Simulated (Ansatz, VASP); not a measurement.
**ZrC in VASP and in Ansatz**

```
CELL_PARAMETERS angstrom
0.00000 2.35021 2.35021
2.35021 0.00000 2.35021
2.35021 2.35021 0.00000
ATOMIC_POSITIONS crystal
Zr 0.42102 0.57898 0.50000
C 0.00000 0.00000 0.00000
```

Change from the starting cell: all Zr atoms moved +0.263 Å, as atom 1 along Cartesian [1 -1 0].

Alike in both runs: task single point; functional PBEsol; k mesh 18 × 18 × 18; occupations gaussian, width 0.15 eV; no spin polarisation.

|  | VASP | Ansatz |
| --- | --- | --- |
| version | VASP 6.6.1 | Ansatz 0.2.0 |
| potentials or method | VASP PAW PBE potentials, release 64 (Zr_sv, C), cutoff 520 eV | scalar-relativistic, plane waves, PAW |
| valence electrons in the cell | 16 | 16 |

Ansatz gave:

* gap on the k mesh at the Fermi level (eV): 0.11
* least direct gap on the mesh (eV): 0.30
* pressure (GPa): 0.8
* traceless stress, the component that is largest in VASP (GPa): -6.50
* rms of the force components (eV/Å): 1.041

Task: What did VASP give for the same quantities?

Result: gap on the k mesh at the Fermi level (eV): 0.11; least direct gap on the mesh (eV): 0.30; pressure (GPa): 1.2; traceless stress, the component that is largest in VASP (GPa): -6.54; rms of the force components (eV/Å): 1.049.

VASP's potentials were made for PBE, not for PBEsol. Atom by atom the forces differ by 0.009 eV/Å (rms over components).
